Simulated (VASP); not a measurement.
Here is a VASP 6.6.1 calculation.

POSCAR

```
Ta4C3
1.0
    4.4247933841      0.0000000000      0.0110619835
    0.0000000000      4.4247933841      0.0000000000
    0.0110619835      0.0000000000      4.4247933841
Ta C
4 3
Direct
    0.0000000000      0.5000000000      0.5000000000
    0.5000000000      0.0000000000      0.5000000000
    0.5000000000      0.5000000000      0.0000000000
    0.0000000000      0.0000000000      0.0000000000
    0.5000000000      0.0000000000      0.0000000000
    0.0000000000      0.5000000000      0.0000000000
    0.0000000000      0.0000000000      0.5000000000
```

INCAR.step1

```
SYSTEM = Ta4C3
ALGO     = Normal         ! electronic algorithm
EDIFF    = 1E-4           ! SCF threshold, eV
ENCUT    = 520            ! plane-wave cutoff, eV
GGA      = PE             ! functional
ISMEAR   = 0              ! smearing method
LASPH    = .True.         ! aspherical terms in the spheres
LCHARG   = .False.        ! write CHGCAR
LREAL    = .False.        ! projectors in reciprocal space
LWAVE    = .True.         ! write WAVECAR
NBANDS   = 37             ! bands
NELM     = 100            ! most SCF steps
PREC     = Accurate       ! precision mode
SIGMA    = 0.15           ! smearing width, eV
```

Contents of INCAR.step2:

```
SYSTEM = Ta4C3
ALGO     = Normal         ! electronic algorithm
EDIFF    = 1E-7           ! SCF threshold, eV
ENCUT    = 520            ! plane-wave cutoff, eV
ISIF     = 2              ! what is computed and relaxed
ISMEAR   = 0              ! smearing method
ISTART   = 1            
LASPH    = .True.         ! aspherical terms in the spheres
LCHARG   = .False.        ! write CHGCAR
LMIXTAU  = .True.       
LREAL    = .False.        ! projectors in reciprocal space
LWAVE    = .False.        ! write WAVECAR
METAGGA  = R2SCAN         ! meta-GGA
NBANDS   = 37             ! bands
NELM     = 100            ! most SCF steps
PREC     = Accurate       ! precision mode
SIGMA    = 0.15           ! smearing width, eV
```

Contents of KPOINTS:

```
k-points
0
Gamma
  10 10 10
  0 0 0
```

Potentials or basis: VASP PAW PBE potentials, release 64 (Ta_pv, C).

Launch:

```console
$ cat potpaw_PBE.64/Ta_pv/POTCAR potpaw_PBE.64/C/POTCAR > POTCAR
$ cp INCAR.step1 INCAR
$ mpirun -np 1 vasp_std > vasp.out
$ cp INCAR.step2 INCAR
$ mpirun -np 1 vasp_std > vasp.out
```

(1) Predict the pressure.

(2) What does it give for the band gap on the k mesh?

Results:

(1) 1.1 GPa.

(2) zero (bands 28 and 29 overlap by 1.10 eV).

Caveat: the cell differs from its parent crystal (strain +0.0050 x Voigt [0, 0, 0, 0, 1, 0]); the PAW data sets were made with another functional, which shifts forces and pressure a little; spin-orbit coupling is left out, which moves the levels of the heavy elements.
